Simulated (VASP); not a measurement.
# TiC (P1) in VASP: single point with PBE

Aim: the single point of TiC with PBE.

Program: VASP 6.6.1. These are calculated values, not measurements. Logs are shortened: lines on timing, memory, paths and dates and some standing lists are left out, and cuts for length are marked.

## 1. The cell of the first run

The typed cell holds 2 atoms: a = 3.163 Å, b = 3.136 Å, c = 3.134 Å, α = 59.94°, β = 59.98°, γ = 60.04°.

## 2. Single point, PBE (atoms moved at random and the cell strained at random)

Contents of INCAR:

```
ALGO = Normal
EDIFF = 1E-7
ENCUT = 520
GGA = PE
ISIF = 2
ISMEAR = 0
LASPH = T
LCHARG = F
LREAL = F
LWAVE = F
NBANDS = 15
NELM = 100
PREC = Accurate
SIGMA = 0.1
```

Contents of KPOINTS:

```
k-points
0
Gamma
  14 14 14
```

Contents of POSCAR:

```
TiC
1.0
   -0.0102140800      2.2374678000      2.2358880800
    2.2140749600      0.0047824400      2.2208915600
    2.2122139200      2.2206102400      0.0066434800
Ti C
1 1
Direct
    0.0928119224     -0.0375300370      0.0023267098
    0.4071880776      0.5375300370      0.4976732902
```

Potentials or basis: VASP PAW PBE potentials, release 64 (Ti_sv, C).

Started as:

```bash
$ cat potpaw_PBE.64/Ti_sv/POTCAR potpaw_PBE.64/C/POTCAR > POTCAR
$ mpirun -np 1 vasp_std > vasp.out
```

OUTCAR:

```text
EDIFF = 1E-7
   ENCUT = 520
   GGA = PE
   ISIF = 2
   ISMEAR = 0
   LASPH = T
   LREAL = F
   NELM = 100
   PREC = Accurate

 ion  position               nearest neighbor table
   1  0.093  0.962  0.002-   2 1.82   2 2.03   2 2.12   2 2.43
   2  0.407  0.538  0.498-   1 1.82   1 2.03   1 2.12   1 2.43

  LATTYP: Found a triclinic cell.
 ALAT       =     3.1515980940
 B/A-ratio  =     1.0036676224
 C/A-ratio  =     0.9939520696
 COS(alpha) =     0.0007116441
 COS(beta)  =     0.4981696873
 COS(gamma) =     0.5067520793

  Lattice vectors:

 A1 = (  -2.2242890400,   2.2326853600,   0.0149965200)
 A2 = (  -0.0102140800,   2.2374678000,   2.2358880800)
 A3 = (  -0.0018610400,   2.2158278000,  -2.2142480800)

Analysis of symmetry for initial positions (statically):
=====================================================================
 Subroutine PRICEL returns:
 Original cell was already a primitive cell.

 Routine SETGRP: Setting up the symmetry group for a
 triclinic supercell.

 Subroutine GETGRP returns: Found  1 space group operations
 (whereof  1 operations were pure point group operations)
 out of a pool of  2 trial point group operations.

The static configuration has the point symmetry C_1 .

Analysis of symmetry for dynamics (positions and initial velocities):
=====================================================================
 Subroutine PRICEL returns:
 Original cell was already a primitive cell.

 Routine SETGRP: Setting up the symmetry group for a
 triclinic supercell.

 Subroutine GETGRP returns: Found  1 space group operations
 (whereof  1 operations were pure point group operations)
 out of a pool of  2 trial point group operations.

The dynamic configuration has the point symmetry C_1 .

 Subroutine INISYM returns: Found  1 space group operations
 (whereof  1 operations are pure point group operations),
 and found     1 'primitive' translations

----------------------------------------------------------------------------------------

                                     Primitive cell

  volume of cell :      21.9796

  direct lattice vectors                    reciprocal lattice vectors
    -0.010214080  2.237467800  2.235888080    -0.224375931  0.222859769  0.223207349
     2.214074960  0.004782440  2.220891560     0.225216191 -0.225041448  0.226229288
     2.212213920  2.220610240  0.006643480     0.225594221  0.226259738 -0.225389028

  length of vectors
[... 92 lines left out ...]
   PSTRESS=    0.0 pullay stress
   NELECT =      16.0000    total number of electrons
   NUPDOWN=      -1.0000    fix difference up-down
   EMIN   =  10.00;   EMAX   =-10.00  energy-range for DOS
   EFERMI =   0.00;   METHOD = LEGACY
   ISMEAR =     0;   SIGMA  =   0.10  broadening in eV -4-tet -1-fermi 0-gaus
   EFERMI_NEDOS =   21; number of points for ismear=-14 and -15
   IALGO  =     38    algorithm
   IMIX   =      4    mixing-type and parameters
     AMIX     =   0.40;   BMIX     =  1.00
     AMIX_MAG =   1.60;   BMIX_MAG =  1.00
  volume/ion in A,a.u.               =      10.99        74.16
  Fermi-wavevector in a.u.,A,eV,Ry     =   1.472679  2.782959 29.508070  2.168782
  Thomas-Fermi vector in A             =   2.587664
   LORBIT       =      0    0 simple, 1 ext, 2 COOP (PROOUT), +10 PAW based schemes
   GGA     = PE    functional components
   LHFCALC =     F    Hartree Fock is set to
   AEXX    =    0.0000 exact exchange contribution
   IVDW    =     0    specifies the selected vdW correction
   LEPSILON=     F    determine dielectric tensor
   LRPA    =     F    only Hartree local field effects (RPA)
 non-spin polarized calculation
 Gauss-broadening in eV      SIGMA  =   0.10
  energy-cutoff  :      520.00
  volume of cell :       21.98
 maximum number of plane-waves:       604
   NGX = 11   NGY = 11   NGZ = 11

 number of electron      15.9999999 magnetization

 Free energy of the ion-electron system (eV)
  ---------------------------------------------------
  ext. energy  EPLUGINS =         0.00000000
  ---------------------------------------------------
  free energy    TOTEN  =       -17.71523899 eV

  energy without entropy =      -17.71523898  energy(sigma->0) =      -17.71523899

 E-fermi :   8.4632     XC(G=0): -12.1719

 val. band max:        8.1511276410   @ k =   0.3571  -0.1429   0.3571
 cond. band min:       8.7754386348   @ k =   0.0714   0.3571   0.1429
 fundamental gap:      0.6243109938
 Fermi energy:         8.4632272785

 k-point     1 :       0.0000    0.0000    0.0000
  band No.  band energies     occupation
      1     -48.1366      2.00000
      2     -24.2659      2.00000
      3     -24.2336      2.00000
      4     -24.2241      2.00000
      5      -3.3623      2.00000
      6       6.8635      2.00000
      7       7.0433      2.00000
      8       7.2797      2.00000
      9       9.3011      0.00000
     10       9.9717      0.00000
     11      12.9135      0.00000
     12      13.5077      0.00000
     13      14.3502      0.00000
     14      17.0623      0.00000
[... 401 lines left out ...]
      2     -24.2950      2.00000
      3     -24.2700      2.00000
      4     -24.2493      2.00000
      5      -2.9879      2.00000
      6       6.1477      2.00000
      7       7.0534      2.00000
      8       7.5534      2.00000
      9       9.2589      0.00000
     10       9.7165      0.00000
     11      12.2238      0.00000
     12      13.7229      0.00000
     13      15.1219      0.00000
     14      17.7516      0.00000
     15      21.9843      0.00000

 [... further k-points ...]

------------------------ aborting loop because EDIFF is reached ----------------------------------------

  FORCE on cell =-STRESS in cart. coord.  units (eV):
  Direction    XX          YY          ZZ          XY          YZ          ZX
  --------------------------------------------------------------------------------------
  -------------------------------------------------------------------------------------
  Total       -0.8617485      4.2758978      0.1812107      0.7320478     -1.1722802      0.3782572
  in kB      -62.8160310    311.6859812     13.2091163     53.3616657    -85.4518330     27.5725615
  external PRESSURE =      87.3596888 kB  Pullay stress =       0.0000000 kB

 VOLUME and BASIS-vectors are now :
 -----------------------------------------------------------------------------
  energy-cutoff  :      520.00
  volume of cell :       21.98
      direct lattice vectors                 reciprocal lattice vectors
    -0.010214080  2.237467800  2.235888080    -0.224375931  0.222859769  0.223207349
     2.214074960  0.004782440  2.220891560     0.225216191 -0.225041448  0.226229288
     2.212213920  2.220610240  0.006643480     0.225594221  0.226259738 -0.225389028

 POSITION                                       TOTAL-FORCE (eV/Angst)
 -----------------------------------------------------------------------------------
      2.13518      0.21743      2.34507         0.504224     -4.080545     -1.163815
      2.28693      2.01878      2.10753        -0.504224      4.080545      1.163815
 -----------------------------------------------------------------------------------
    total drift:                                0.000031      0.000067      0.000027

  FREE ENERGIE OF THE ION-ELECTRON SYSTEM (eV)
  ---------------------------------------------------
  free  energy   TOTEN  =       -17.7152389899 eV

  energy  without entropy=      -17.7152389837  energy(sigma->0) =      -17.71523899
```

OSZICAR:

```text
N       E                     dE             d eps       ncg     rms          rms(c)
DAV:   1     0.112676502125E+03    0.11268E+03   -0.72874E+03 41303   0.123E+03
DAV:   2    -0.139627433868E+02   -0.12664E+03   -0.11762E+03 43674   0.328E+02
DAV:   3    -0.232453140672E+02   -0.92826E+01   -0.91379E+01 65785   0.796E+01
DAV:   4    -0.234580581298E+02   -0.21274E+00   -0.21255E+00 46497   0.122E+01
DAV:   5    -0.234634710544E+02   -0.54129E-02   -0.54127E-02 56805   0.166E+00    0.194E+01
DAV:   6    -0.182847072047E+02    0.51788E+01   -0.13367E+01 61157   0.572E+01    0.708E+00
DAV:   7    -0.177488428725E+02    0.53586E+00   -0.24101E+00 48427   0.223E+01    0.505E+00
DAV:   8    -0.177094629758E+02    0.39380E-01   -0.16340E-01 47255   0.547E+00    0.231E+00
DAV:   9    -0.177159695731E+02   -0.65066E-02   -0.52413E-02 58636   0.243E+00    0.533E-01
DAV:  10    -0.177155551792E+02    0.41439E-03   -0.69033E-03 49576   0.115E+00    0.265E-01
DAV:  11    -0.177152686605E+02    0.28652E-03   -0.84311E-04 51654   0.409E-01    0.453E-02
DAV:  12    -0.177152397210E+02    0.28939E-04   -0.53663E-05 45721   0.844E-02    0.158E-02
DAV:  13    -0.177152393221E+02    0.39889E-06   -0.65941E-06 45200   0.300E-02    0.688E-03
DAV:  14    -0.177152390724E+02    0.24974E-06   -0.25150E-07 56840   0.778E-03    0.163E-03
DAV:  15    -0.177152389899E+02    0.82439E-07   -0.61813E-08 28431   0.234E-03
   1 F= -.17715239E+02 E0= -.17715239E+02  d E =-.626872E-08
```

It took 6.9 min on 1 thread of Oxide Virtual Turin-like, shared host; peak memory 0.5 GiB.

What came out:

```yaml
Free_energy: -17.7152 eV
Pressure: 8.7 GPa
Largest_force: 4.273 eV/Å
Band_gap_on_the_k_mesh: 0.62 eV (least direct gap 0.82 eV)
```

Forces in eV/Å, atoms in the order of the input:
```
Ti   0.504 -4.081 -1.164
C   -0.504  4.081  1.164
```

Stress tensor (GPa, compression positive):
```
-6.28  5.34  2.76
 5.34 31.17 -8.55
 2.76 -8.55  1.32
```

Caveat: the cell differs from its parent crystal (atoms moved at random and the cell strained at random); the stress differs along the axes, from -6 to 31 GPa; forces of over 1 eV/Å act on the atoms, so gaps and moduli don't describe the material at rest.
